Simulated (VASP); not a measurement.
# C (Fmmm) in VASP: further runs, part 2 of 2

VASP 6.6.1. The steps go on from the part before.

## (5) Single point, LDA (strain +0.0450 x Voigt [1, 0, 0, 0, 0, 0])

INCAR

```
ALGO = Normal ; EDIFF = 1E-6
ENCUT = 520 ; GGA = CA
ISIF = 2 ; ISMEAR = 0
LASPH = T ; LCHARG = T
LELF = T ; LREAL = F
LVHAR = T ; LWAVE = F
NBANDS = 11 ; NELM = 100
PREC = Accurate ; SIGMA = 0.03
```

KPOINTS

```
k-points
0
Gamma
  16 16 16
```

POSCAR

```
C
1.0
    0.0000000000      2.1166507492      3.3597492418
    1.2778099777      0.0000000000      3.3597492418
    1.2778099777      2.1166507492      0.0000000000
C
2
Direct
    0.1667065656      0.8332934344      0.1667065656
    0.8332934344      0.1667065656      0.8332934344
```

Potentials or basis: VASP PAW LDA potentials, release 64 (C).

Launch:

```sh
cat potpaw_LDA.64/C/POTCAR > POTCAR
mpirun -np 1 vasp_std > vasp.out
```

OUTCAR:

```text
EDIFF = 1E-6
   ENCUT = 520
   GGA = CA
   ISIF = 2
   ISMEAR = 0
   LASPH = T
   LREAL = F
   NELM = 100
   PREC = Accurate

 ion  position               nearest neighbor table
   1  0.167  0.833  0.167-   2 1.41   2 1.46   2 1.46
   2  0.833  0.167  0.833-   1 1.41   1 1.46   1 1.46

  LATTYP: Found a face centered orthorhombic cell.
 ALAT       =     2.5556199554
 B/A-ratio  =     1.6564675391
 C/A-ratio  =     2.6293027136

  Lattice vectors:

 A1 = (   0.0000000000,   2.1166507492,   3.3597492418)
 A2 = (   1.2778099777,   0.0000000000,   3.3597492418)
 A3 = (   1.2778099777,   2.1166507492,   0.0000000000)

Analysis of symmetry for initial positions (statically):
=====================================================================
 Subroutine PRICEL returns:
 Original cell was already a primitive cell.

 Routine SETGRP: Setting up the symmetry group for a
 face centered orthorhombic supercell.

 Subroutine GETGRP returns: Found  8 space group operations
 (whereof  8 operations were pure point group operations)
 out of a pool of  8 trial point group operations.

The static configuration has the point symmetry D_2h.

Analysis of symmetry for dynamics (positions and initial velocities):
=====================================================================
 Subroutine PRICEL returns:
 Original cell was already a primitive cell.

 Routine SETGRP: Setting up the symmetry group for a
 face centered orthorhombic supercell.

 Subroutine GETGRP returns: Found  8 space group operations
 (whereof  8 operations were pure point group operations)
 out of a pool of  8 trial point group operations.

The dynamic configuration has the point symmetry D_2h.

 Subroutine INISYM returns: Found  8 space group operations
 (whereof  8 operations are pure point group operations),
 and found     1 'primitive' translations

----------------------------------------------------------------------------------------

                                     Primitive cell

  volume of cell :      18.1741

  direct lattice vectors                    reciprocal lattice vectors
     0.000000000  2.116650749  3.359749242    -0.391294487  0.236222249  0.148820630
     1.277809978  0.000000000  3.359749242     0.391294487 -0.236222249  0.148820630
     1.277809978  2.116650749  0.000000000     0.391294487  0.236222249 -0.148820630

  length of vectors
     3.970909891  3.594539373  2.472449946     0.480686911  0.480686911  0.480686911

  position of ions in fractional coordinates (direct lattice)
     0.166706566  0.833293434  0.166706566
     0.833293434  0.166706566  0.833293434

  ion indices of the primitive-cell ions
   primitive index   ion index
                 1           1
                 2           2

----------------------------------------------------------------------------------------

 KPOINTS: k-points

Automatic generation of k-mesh.
 Grid dimensions read from file:
 generate k-points for:   16   16   16

 Generating k-lattice:

  Cartesian coordinates                     Fractional coordinates (reciprocal lattice)
    -0.024455905  0.014763891  0.009301289     0.062500000  0.000000000  0.000000000
     0.024455905 -0.014763891  0.009301289     0.000000000  0.062500000  0.000000000
     0.024455905  0.014763891 -0.009301289     0.000000000  0.000000000  0.062500000

  Length of vectors
     0.030042932  0.030042932  0.030042932

  Shift w.r.t. Gamma in fractional coordinates (k-lattice)
     0.000000000  0.000000000  0.000000000

 Subroutine IBZKPT returns following result:
 ===========================================

 Found    621 irreducible k-points:

 Following reciprocal coordinates:
            Coordinates               Weight
  0.000000  0.000000  0.000000      1.000000
  0.062500 -0.000000  0.000000      8.000000
  0.125000 -0.000000  0.000000      8.000000
  0.187500 -0.000000 -0.000000      8.000000
  0.250000 -0.000000  0.000000      8.000000
  0.312500 -0.000000  0.000000      8.000000
[... 16 lines left out ...]
 -0.125000  0.062500  0.000000      8.000000
 -0.062500  0.062500  0.000000      4.000000
 [... further k-points ...]
   k-points           NKPTS =    621   k-points in BZ     NKDIM =    621   number of bands    NBANDS=     11
   number of dos      NEDOS =    301   number of ions     NIONS =      2
   total plane-waves  NPLWV =  15120
   dimension x,y,z NGX =    30 NGY =   28 NGZ =   18
   dimension x,y,z NGXF=    60 NGYF=   56 NGZF=   36
   ions per type =               2
   NGX,Y,Z   is equivalent  to a cutoff of  12.56, 12.95, 12.10 a.u.
   NGXF,Y,Z  is equivalent  to a cutoff of  25.12, 25.90, 24.21 a.u.
 SYSTEM =  unknown system
   PREC   = accura    normal or accurate (medium, high low for compatibility)
   ISTART =      0    job   : 0-new  1-cont  2-samecut
   ICHARG =      2    charge: 1-file 2-atom 10-const
   ISPIN  =      1    spin polarized calculation?
   LNONCOLLINEAR =      F non collinear calculations
   LSORBIT =      F    spin-orbit coupling
   LASPH  =      T    aspherical Exc in radial PAW
   ENCUT  =  520.0 eV  38.22 Ry    6.18 a.u.   7.38  6.68  4.60*2*pi/ulx,y,z
   NELM   =    100;   NELMIN=  2; NELMDL= -5     # of ELM steps
   EDIFF  = 0.1E-05   stopping-criterion for ELM
   LREAL  =      F    real-space projection
   EDIFFG = 0.1E-04   stopping-criterion for IOM
   NSW    =      0    number of steps for IOM
   IBRION =     -1    ionic relax: 0-MD 1-quasi-New 2-CG
   NFREE  =      0    steps in history (QN), initial steepest desc. (CG)
   ISIF   =      2    stress and relaxation
   ISYM   =      2    0-nonsym 1-usesym 2-fastsym
   POTIM  = 0.5000    time-step for ionic-motion
   TEBEG  =    0.0;   TEEND  =   0.0 temperature during run
   PSTRESS=    0.0 pullay stress
   NELECT =       8.0000    total number of electrons
   NUPDOWN=      -1.0000    fix difference up-down
   EMIN   =  10.00;   EMAX   =-10.00  energy-range for DOS
   EFERMI =   0.00;   METHOD = LEGACY
   ISMEAR =     0;   SIGMA  =   0.03  broadening in eV -4-tet -1-fermi 0-gaus
   EFERMI_NEDOS =   21; number of points for ismear=-14 and -15
   IALGO  =     38    algorithm
   IMIX   =      4    mixing-type and parameters
     AMIX     =   0.40;   BMIX     =  1.00
     AMIX_MAG =   1.60;   BMIX_MAG =  1.00
  volume/ion in A,a.u.               =       9.09        61.32
  Fermi-wavevector in a.u.,A,eV,Ry     =   1.245338  2.353348 21.100837  1.550868
  Thomas-Fermi vector in A             =   2.379565
   LORBIT       =      0    0 simple, 1 ext, 2 COOP (PROOUT), +10 PAW based schemes
   GGA     = CA    functional components
   LHFCALC =     F    Hartree Fock is set to
   AEXX    =    0.0000 exact exchange contribution
   IVDW    =     0    specifies the selected vdW correction
   LEPSILON=     F    determine dielectric tensor
   LRPA    =     F    only Hartree local field effects (RPA)
 non-spin polarized calculation
 Gauss-broadening in eV      SIGMA  =   0.03
  energy-cutoff  :      520.00
  volume of cell :       18.17
 maximum number of plane-waves:       511
 NGX is ok and might be reduce to    30
   NGX = 15   NGY = 13   NGZ =  9

 number of electron       8.0000001 magnetization

 Free energy of the ion-electron system (eV)
  ---------------------------------------------------
  ext. energy  EPLUGINS =         0.00000000
  ---------------------------------------------------
  free energy    TOTEN  =       -20.11651573 eV

  energy without entropy =      -20.11651354  energy(sigma->0) =      -20.11651463

 E-fermi :   4.4566     XC(G=0): -10.6588

 val. band max:        4.4139048034   @ k =   0.5000  -0.1250   0.3750
 cond. band min:       4.4992376302   @ k =   0.0000   0.3125   0.3125
 fundamental gap:      0.0853328269
 Fermi energy:         4.4565655262

 k-point     1 :       0.0000    0.0000    0.0000
  band No.  band energies     occupation
      1     -14.8199      2.00000
      2      -1.9544      2.00000
      3       1.2466      2.00000
      4       1.3423      2.00000
      5       8.3353      0.00000
      6      11.9108      0.00000
      7      12.6114      0.00000
      8      15.0463      0.00000
      9      16.5279      0.00000
     10      26.1779      0.00000
     11      28.8120      0.00000
[... 309 lines left out ...]
 k-point    24 :      -0.0625    0.0625    0.0000
  band No.  band energies     occupation
      1     -14.4662      2.00000
      2      -1.5582      2.00000
      3      -0.0946      2.00000
      4       0.7000      2.00000
      5       8.7580      0.00000
      6      12.4033      0.00000
      7      13.8079      0.00000
      8      13.8260      0.00000
      9      17.0975      0.00000
     10      25.7593      0.00000
     11      27.1853      0.00000

 [... further k-points ...]
[... 5 lines left out ...]
  --------------------------------------------------------------------------------------
  -------------------------------------------------------------------------------------
  Total       -4.7997000     -0.6491785      0.0012520      0.0000000      0.0000000      0.0000000
  in kB     -423.1285539    -57.2298154      0.1103762      0.0000000      0.0000000      0.0000000
  external PRESSURE =    -160.0826644 kB  Pullay stress =       0.0000000 kB

 VOLUME and BASIS-vectors are now :
 -----------------------------------------------------------------------------
  energy-cutoff  :      520.00
  volume of cell :       18.17
      direct lattice vectors                 reciprocal lattice vectors
     0.000000000  2.116650749  3.359749242    -0.391294487  0.236222249  0.148820630
     1.277809978  0.000000000  3.359749242     0.391294487 -0.236222249  0.148820630
     1.277809978  2.116650749  0.000000000     0.391294487  0.236222249 -0.148820630

 POSITION                                       TOTAL-FORCE (eV/Angst)
 -----------------------------------------------------------------------------------
      1.27781      0.70572      3.35975         0.000000      0.393815      0.000000
      1.27781      3.52758      3.35975         0.000000     -0.393815      0.000000
 -----------------------------------------------------------------------------------
    total drift:                                0.000000      0.000000     -0.000000

  FREE ENERGIE OF THE ION-ELECTRON SYSTEM (eV)
  ---------------------------------------------------
  free  energy   TOTEN  =       -20.1165157290 eV

  energy  without entropy=      -20.1165135396  energy(sigma->0) =      -20.11651463
```

stdout:

```text
POSCAR found type information on POSCAR C
 POSCAR found :  1 types and       2 ions
 scaLAPACK will be used
 LDA part: xc-table for (Slater(with rela. corr.)+CA(PZ))
 , standard interpolation
 POSCAR, INCAR and KPOINTS ok, starting setup
 FFT: planning ... GRIDC
 FFT: planning ... GRID_SOFT
 FFT: planning ... GRID
 WAVECAR not read
 entering main loop
```

Wall time 68 s (1 thread of Intel Xeon 6975P-C, shared host); peak memory 0.2 GiB.

What came out:

```
Free energy            : -20.1165 eV
Pressure               : -16.0 GPa
Largest force          : 0.394 eV/Å
Band gap on the k mesh : 0.09 eV, indirect (least direct gap 0.59 eV)
```

Forces on the atoms (eV/Å):
```
C    0.000  0.394  0.000
C    0.000 -0.394  0.000
```

Stress tensor (GPa, compression positive):
```
-42.31   0.00   0.00
  0.00  -5.72   0.00
  0.00   0.00   0.01
```

Caveat: the cell differs from its parent crystal (strain +0.0450 x Voigt [1, 0, 0, 0, 0, 0]). A k mesh can miss the band edges.

## (6) Overview

```csv
cell,gap on the mesh (eV),pressure (GPa),largest force (eV/Å)
"a = 3.971, b = 3.569, c = 2.435 Å, angles 80.4, 62.4, 37.2°, 2 atoms",0.11,7.6,0.25
"a = 3.971, b = 3.582, c = 2.454 Å, angles 79.9, 62.6, 37.5°, 2 atoms",0.22,-5.3,0.16
"a = 3.971, b = 3.588, c = 2.463 Å, angles 79.7, 62.7, 37.6°, 2 atoms",0.15,-10.9,0.29
"a = 3.971, b = 3.595, c = 2.472 Å, angles 79.4, 62.8, 37.7°, 2 atoms",0.09,-16.0,0.39
```

Alike in all rows: task single point; level LDA; potentials or basis VASP PAW LDA potentials, release 64 (C); no spin polarisation; k mesh 16 × 16 × 16; cutoff (eV) 520; smearing gaussian 0.03 eV.

Total energies depend on the potentials used, so only differences within one code and one set of settings carry meaning.
